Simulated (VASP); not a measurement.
Here is a VASP 6.6.1 calculation.

Contents of INCAR:

```
SYSTEM = Al
ALGO = Fast
EDIFF = 1E-6
ENCUT = 520
GGA = PE
ISIF = 2
ISMEAR = 0
IVDW = 12
LASPH = .True.
LCHARG = .True.
LELF = .True.
LREAL = .False.
LVHAR = .True.
LWAVE = .False.
NBANDS = 8
NELM = 60
PREC = Accurate
SIGMA = 0.15
```

KPOINTS

```
k-points
0
Gamma
  20 20 20
  0 0 0
```

Contents of POSCAR:

```
Al
1.0
    0.0000000000      1.9910220790      1.9910220790
    1.9910220790      0.0000000000      1.9910220790
    1.9910220790      1.9910220790      0.0000000000
Al
1
Direct
    0.0000000000      0.0000000000      0.0000000000
```

Potentials or basis: VASP PAW PBE potentials, release 64 (Al).

Run with:

```sh
$ cat potpaw_PBE.64/Al/POTCAR > POTCAR
$ mpirun -np 1 vasp_std > vasp.out
```

Question: What does it give for the dispersion energy per atom?

Answer: -0.352 eV.

Question: Predict the pressure.

Answer: -0.1 GPa.

Caveat: pairwise dispersion overbinds metals, which lowers pressure and volume.
